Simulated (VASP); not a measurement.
The system is CsH2.

```xyz
6
Lattice="5.7501 0.0000 0.0000 0.0000 5.7501 0.0000 0.0000 0.0000 3.7036" Properties=species:S:1:pos:R:3 pbc="T T T"
Cs    0.0000    0.0000    0.0000
Cs    2.8750    2.8750    1.8518
H     1.7595    1.7595    0.0000
H     1.1155    4.6345    1.8518
H     3.9905    3.9905    0.0000
H     4.6345    1.1155    1.8518
```

```yaml
Program: VASP 6.6.1
Task: relaxation of cell and atoms
Functional: PBE
Potentials_or_basis: VASP PAW PBE potentials, release 64 (Cs_sv, H)
Cutoff: 600 eV
k_mesh: 4 × 4 × 6
Occupations: gaussian, width 0.1 eV
Spin: no spin polarisation
```

At the start: pressure 7.5 GPa; volume 20.41 Å³/atom.

**Question.** Where does the relaxation end?

**Answer.** Over 6 steps the energy falls by 183.8 meV/atom and the volume is 31.06 Å³/atom (+52.2 %); space group P4_2/mnm (No. 136, to 0.1 Å) before and after.

Step by step:
```
step  energy change (eV)  largest force (eV/Å)  pressure (GPa)  volume (Å³)
   1              0.0000                0.1854            7.52       122.45
   2             -0.6633                0.0465            3.66       140.18
   3             -1.0268                0.0185            1.12       164.09
   4             -1.0130                0.0330           -0.73       219.36
   5             -1.0981                0.0363           -0.21       193.17
   6             -1.1025                0.0353            0.00       186.39
```

Final structure:
```
Cs H
1.0
     6.41392    0.00000    0.00000
     0.00000    6.41392    0.00000
     0.00000    0.00000    4.53079
Cs H
2 4
Cartesian
  0.0000 0.0000 0.0000
  3.2070 3.2070 2.2654
  1.9398 1.9398 0.0000
  1.2672 5.1467 2.2654
  4.4742 4.4742 0.0000
  5.1467 1.2672 2.2654
```

Caveat: the volume moved by over 15 % at a fixed basis, so the end points are rough.
